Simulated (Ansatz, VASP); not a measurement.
InPd: VASP beside Ansatz

```
In Pd
1.0
     3.27188    0.00000    0.00000
     0.00000    3.27188    0.00000
     0.00000    0.00000    3.27188
In Pd
1 1
Direct
  0.00764 0.00000 0.00000
  0.50000 0.50000 0.50000
```

Change from the starting cell: all In atoms moved +0.025 Å, as atom 1 along Cartesian [1 0 0].

Alike in both runs: task single point; functional PBE; k mesh 14 × 14 × 14; occupations gaussian, width 0.15 eV; no spin polarisation.

```csv
,VASP,Ansatz
version,VASP 6.6.1,Ansatz 0.2.0
potentials or method,"VASP PAW PBE potentials, release 64 (In_d, Pd), cutoff 520 eV","scalar-relativistic, plane waves, PAW"
valence electrons in the cell,23,31
```

|  | VASP | Ansatz | Ansatz less VASP |
| --- | --- | --- | --- |
| gap on the k mesh at the Fermi level (eV) | none | none | - |
| pressure (GPa) | 3.8 | 3.7 | -0.07 |
| rms of the force components (eV/Å) | 0.061 | 0.060 | -0.0006 |

Atom by atom the forces differ by 0.001 eV/Å (rms over components). A gap of «none» marks a metal or a gap that the smearing closes. VASP's potentials hold 23 valence electrons a cell and Ansatz's 31, so a difference there can come from the potentials and not from the codes.
